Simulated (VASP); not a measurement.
Input of a VASP 6.6.1 run:

File POSCAR:

```
HgTe
1.0
    0.0000000000      3.2424139028      3.2424139028
    3.2424139028      0.0000000000      3.2424139028
    3.2424139028      3.2424139028      0.0000000000
Hg Te
1 1
Direct
    0.0000000000      0.0000000000      0.0000000000
    0.2500000000      0.2500000000      0.2500000000
```

The input INCAR.step1:

```
ALGO     = Normal         # electronic algorithm
EDIFF    = 1E-4           # SCF threshold, eV
ENCUT    = 520            # plane-wave cutoff, eV
GGA      = PE             # functional
ISMEAR   = 0              # smearing method
LASPH    = True           # aspherical terms in the spheres
LCHARG   = False          # write CHGCAR
LREAL    = False          # projectors in reciprocal space
LWAVE    = True           # write WAVECAR
NBANDS   = 16             # bands
NELM     = 80             # most SCF steps
PREC     = Accurate       # precision mode
SIGMA    = 0.05           # smearing width, eV
```

File INCAR.step2:

```
ALGO     = Normal         # electronic algorithm
BPARAM   = 11.95        
CPARAM   = 0.0093       
EDIFF    = 1E-6           # SCF threshold, eV
ENCUT    = 520            # plane-wave cutoff, eV
ISIF     = 2              # what is computed and relaxed
ISMEAR   = 0              # smearing method
ISTART   = 1            
IVDW_NL  = 2            
LASPH    = True           # aspherical terms in the spheres
LCHARG   = False          # write CHGCAR
LMIXTAU  = True         
LREAL    = False          # projectors in reciprocal space
LUSE_VDW = True         
LWAVE    = False          # write WAVECAR
METAGGA  = R2SCAN         # meta-GGA
NBANDS   = 16             # bands
NELM     = 80             # most SCF steps
PREC     = Accurate       # precision mode
SIGMA    = 0.05           # smearing width, eV
```

The input KPOINTS:

```
k-points
0
Gamma
  6 6 6
```

Potentials or basis: VASP PAW PBE potentials, release 64 (Hg, Te).

Launch:

```console
$ cat potpaw_PBE.64/Hg/POTCAR potpaw_PBE.64/Te/POTCAR > POTCAR
$ cp INCAR.step1 INCAR
$ mpirun -np 1 vasp_std > vasp.out
$ cp INCAR.step2 INCAR
$ mpirun -np 1 vasp_std > vasp.out
```

(1) Predict the pressure.

(2) Estimate the band gap on the k mesh.

Answers

(1) 1.2 GPa.

(2) zero (filled and empty bands touch).

Caveat: the PAW data sets were made with another functional, which shifts forces and pressure a little; spin-orbit coupling is left out, which moves the levels of the heavy elements.
